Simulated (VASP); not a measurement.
Wanted: the native input for a VASP 6.6.1 run.

```yaml
Task: single point
Functional: PBE
Potentials_or_basis: VASP PAW PBE potentials, release 64 (Au)
Cutoff: 520 eV
k_mesh: 14 × 14 × 8
Occupations: gaussian, width 0.1 eV
Spin: no spin polarisation
Dipole_correction: no
Further_INCAR_settings: ALGO = Fast; EDIFF = 1e-06; NBANDS = 18
```

The structure of Au lies in POSCAR:

```
Au
1.0
    1.4113099650     -2.5559330250      0.0000000000
    1.4113099650      2.5559330250      0.0000000000
    0.0000000000      0.0000000000      4.8931696100
Au
2
Direct
    0.6339410286      0.3153472200      0.2592026240
    0.3346720300      0.6653279700      0.7500000000
```

This cell differs from its parent crystal: one atom moved.

One way to write it, as run:

INCAR

```
SYSTEM = Au
ALGO = Fast ; EDIFF = 1E-6
ENCUT = 520 ; GGA = PE
ISIF = 2 ; ISMEAR = 0
LASPH = .TRUE. ; LCHARG = .FALSE.
LREAL = .FALSE. ; LWAVE = .FALSE.
NBANDS = 18 ; NELM = 80
PREC = Accurate ; SIGMA = 0.1
```

KPOINTS

```
k-points
0
G
  14 14 8
  0 0 0
```

Potentials or basis: VASP PAW PBE potentials, release 64 (Au).

Launch:

```console
$ cat potpaw_PBE.64/Au/POTCAR > POTCAR
$ mpirun -np 1 vasp_std > vasp.out
```

Results of the run:

```
Pressure               : 3.1 GPa
Largest force          : 0.308 eV/Å
Band gap on the k mesh : zero (bands 11 and 12 overlap by 6.32 eV)
```

Caveat: the cell differs from its parent crystal (one atom moved); the cell stands under pressure; spin-orbit coupling is left out, which moves the levels of the heavy elements.

Wall time 4.6 min on 1 thread of AMD EPYC 7R13 Processor (Zen 3), on a shared host, peak memory 0.46 GiB.
